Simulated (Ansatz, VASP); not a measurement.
Al2O3 in VASP and in Ansatz

```xyz
10
Lattice="2.4044 1.3882 4.3745 -2.4044 1.3882 4.3745 0.0000 -2.7763 4.3745" Properties=species:S:1:pos:R:3 pbc="T T T"
Al    0.0000    0.0000   11.1831
Al    0.0000    0.0000    8.5021
Al    0.0000    0.0000    1.9403
Al    0.0000    0.0000    4.6214
O    -0.9320   -1.3882    5.4681
O     1.6682   -0.1131    5.4681
O    -0.7362    1.5012    5.4681
O     0.9320    1.3882    7.6553
O    -1.6682    0.1131    7.6553
O     0.7362   -1.5012    7.6553
```

Alike in both runs: task single point; functional PBE; k mesh 6 × 6 × 6; occupations gaussian, width 0.05 eV; no spin polarisation.

|  | VASP | Ansatz |
| --- | --- | --- |
| version | VASP 6.6.1 | Ansatz 0.2.0 |
| potentials or method | VASP PAW PBE potentials, release 64 (Al, O), cutoff 520 eV | scalar-relativistic, plane waves, PAW |
| valence electrons in the cell | 48 | 48 |

```csv
,VASP,Ansatz,Ansatz less VASP
gap on the k mesh at the Fermi level (eV),5.85,5.85,+0.004
least direct gap on the mesh (eV),5.85,5.85,+0.004
pressure (GPa),-0.1,0.0,+0.16
```
